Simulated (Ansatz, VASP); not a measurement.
SiC in VASP and in Ansatz

Contents of INCAR:

```
SYSTEM = SiC
  ALGO = Normal
  EDIFF = 1E-6
  ENCUT = 520
  ISIF = 2
  ISMEAR = -1
  LASPH = .TRUE.
  LCHARG = .TRUE.
  LELF = .TRUE.
  LREAL = .FALSE.
  LVHAR = .TRUE.
  LWAVE = .FALSE.
  NBANDS = 26
  NELM = 100
  PREC = Accurate
  SIGMA = 0.05
```

File KPOINTS:

```
k-points
0
G
  10 10 3
  0 0 0
```

POSCAR

```
SiC
1.0
    3.1161684510      0.0000000000      0.0000000000
   -1.5580842255      2.6986810411      0.0000000000
    0.0000000000      0.0000000000     10.2031701838
Si C
4 4
Direct
    0.0000000000      0.0000000000      0.1878943800
    0.0000000000      0.0000000000      0.6878943800
    0.3333333333      0.6666666667      0.4378419800
    0.6666666667      0.3333333333      0.9378419800
    0.0000000000      0.0000000000      0.0004600500
    0.0000000000      0.0000000000      0.5004600500
    0.3333333333      0.6666666667      0.2498025900
    0.6666666667      0.3333333333      0.7498025900
```

input.yaml

```yaml
crystal:
  lattice:
    - [3.116168451, 0.0, 0.0]
    - [-1.5580842255, 2.6986810411, 0.0]
    - [0.0, 0.0, 10.2031701838]
  atoms:
    - { symbol: Si, position: [0.0, 0.0, 0.18789438] }
    - { symbol: Si, position: [0.0, 0.0, 0.68789438] }
    - { symbol: Si, position: [0.3333333333, 0.6666666667, 0.43784198] }
    - { symbol: Si, position: [0.6666666667, 0.3333333333, 0.93784198] }
    - { symbol: C, position: [0.0, 0.0, 0.00046005] }
    - { symbol: C, position: [0.0, 0.0, 0.50046005] }
    - { symbol: C, position: [0.3333333333, 0.6666666667, 0.24980259] }
    - { symbol: C, position: [0.6666666667, 0.3333333333, 0.74980259] }
hamiltonian:
  xc: lda
  pseudopotentials: { kind: paw, xc_functional: lda, accuracy: standard }
kpoints:
  mp_grid: { grid: [10, 10, 3] }
scf:
  occupations: { method: fermi_dirac, width: 0.05 }
output:
  forces: true
  stress: true
  eigenvalues: true
  write_density: true
  write_potential: true
  elf: true
  volumetric_format: npy
```

Alike in both runs: task single point; functional LDA; k mesh 10 × 10 × 3; occupations fermi-dirac, width 0.05 eV; no spin polarisation.

|  | VASP | Ansatz |
| --- | --- | --- |
| version | VASP 6.6.1 | Ansatz 0.2.0 |
| potentials or method | VASP PAW LDA potentials, release 64 (Si, C) | JTH PAW LDA |
| plane-wave cutoff (eV) | 520 | 780 |
| valence electrons in the cell | 32 | 32 |

|  | VASP | Ansatz | Ansatz less VASP |
| --- | --- | --- | --- |
| gap on the k mesh at the Fermi level (eV) | 2.16 | 2.17 | +0.010 |
| least direct gap on the mesh (eV) | 3.27 | 3.29 | +0.025 |
| pressure (GPa) | -11.2 | -11.9 | -0.62 |
| traceless stress, the component that is largest in VASP (GPa) | 0.04 | 0.05 | +0.011 |
| rms of the force components (eV/Å) | 0.006 | 0.006 | +0.0006 |

LDA's correlation is that of Perdew and Zunger in VASP and of Perdew and Wang (1992) in Ansatz. Atom by atom the forces differ by 0.001 eV/Å (rms over components).

Noted on Ansatz's run: odd divisions of the mesh miss points on the zone boundary, where band edges often lie, so the gap on the mesh can be too wide.
